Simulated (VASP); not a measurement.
Input of a VASP 6.6.1 run:

Contents of INCAR:

```
ALGO     = Normal         # electronic algorithm
EDIFF    = 1E-6           # SCF threshold, eV
ENCUT    = 520            # plane-wave cutoff, eV
GGA      = PE             # functional
ISIF     = 2              # what is computed and relaxed
ISMEAR   = 1              # smearing method
IVDW     = 13             # dispersion correction
LASPH    = T              # aspherical terms in the spheres
LCHARG   = F              # write CHGCAR
LREAL    = F              # projectors in reciprocal space
LWAVE    = F              # write WAVECAR
NBANDS   = 35             # bands
NELM     = 80             # most SCF steps
PREC     = Accurate       # precision mode
SIGMA    = 0.15           # smearing width, eV
```

File KPOINTS:

```
k-points
0
Gamma
  8 8 2
```

File POSCAR:

```
MoS2
1.0
    3.1261704254      0.0000000000      0.0000000000
   -1.5630852127      2.7073434937      0.0000000000
    0.0000000000      0.0000000000     12.1574390416
Mo S
2 4
Direct
    0.3333333333      0.6666666667      0.2500000000
    0.6666666667      0.3333333333      0.7500000000
    0.3333333333      0.6666666667      0.6230000000
    0.6666666667      0.3333333333      0.1230000000
    0.3333333333      0.6666666667      0.8770000000
    0.6666666667      0.3333333333      0.3770000000
```

Potentials or basis: VASP PAW PBE potentials, release 64 (Mo_sv, S).

Run with:

```bash
$ cat potpaw_PBE.64/Mo_sv/POTCAR potpaw_PBE.64/S/POTCAR > POTCAR
$ mpirun -np 1 vasp_std > vasp.out
```

Problem. Estimate the pressure.

Solution. 4.8 GPa.

Problem. Predict the largest force.

Solution. 0.586 eV/Å.

Problem. Predict the band gap on the k mesh.

Solution. 0.96 eV, indirect (least direct gap 2.04 eV).

Problem. Estimate the dispersion energy per atom.

Solution. -0.441 eV.

Stress tensor (GPa, compression positive):
```
4.45 0.00 0.00
0.00 4.45 0.00
0.00 0.00 5.37
```

A k mesh can miss the band edges. A hybrid or GW would open this gap; PBE tends to underestimate it.
